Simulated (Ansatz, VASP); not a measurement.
Two plane-wave programs on C

```xyz
2
Lattice="1.7179 0.0000 0.0000 -0.8590 1.4878 0.0000 0.0000 0.0000 7.7262" Properties=species:S:1:pos:R:3 pbc="T T T"
C     0.0000    0.9919    1.9315
C     0.8590    0.4959    5.7946
```

Alike in both runs: functional PBE; k mesh 36 × 36 × 8; occupations gaussian, width 0.1 eV; no spin polarisation.

Ansatz relaxed the structure, and its values are those at the end. VASP's run is a single point on that final structure, the one shown.

```csv
,VASP,Ansatz
version,VASP 6.6.1,Ansatz 0.2.0
potentials or method,"VASP PAW PBE potentials, release 64 (C), cutoff 520 eV","scalar-relativistic, plane waves, PAW"
valence electrons in the cell,8,8
```

|  | VASP | Ansatz | Ansatz less VASP |
| --- | --- | --- | --- |
| gap on the k mesh at the Fermi level (eV) | none | none | - |
| pressure (GPa) | -0.1 | 0.0 | +0.14 |

A gap of «none» marks a metal or a gap that the smearing closes.
